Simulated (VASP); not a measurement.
Input of a VASP 6.6.1 run:

INCAR

```
  PREC = Accurate
  ENCUT = 520
  EDIFF = 1E-6
  ISMEAR = -1
  SIGMA = 0.08
  LREAL = False
  LASPH = True
  NELM = 80
  ALGO = Normal
  ISIF = 2
  LWAVE = False
  LCHARG = False
  GGA = PE
  NBANDS = 14
```

File KPOINTS:

```
regular mesh
0
Gamma
  19 19 10
```

Contents of POSCAR:

```
F
1.0
    2.3918625700      0.0000000000      0.0000000000
   -1.1959312850      2.0714137480      0.0000000000
    0.0000000000      0.0000000000      2.8770593360
F
2
Direct
    0.3333333333      0.6666666667      0.2500000000
    0.6666666667      0.3333333333      0.7500000000
```

Potentials or basis: VASP PAW PBE potentials, release 64 (F).

Command:

```bash
$ cat potpaw_PBE.64/F/POTCAR > POTCAR
$ mpirun -np 1 vasp_std > vasp.out
```

Question: What does it give for the pressure?

Answer: 52.2 GPa.

Question: What does it give for the band gap on the k mesh?

Answer: Zero (bands 7 and 8 overlap by 1.84 eV).

Stress tensor (GPa, compression positive):
```
52.14  0.00  0.00
 0.00 52.14  0.00
 0.00  0.00 52.28
```

Caveat: the cell stands under pressure.
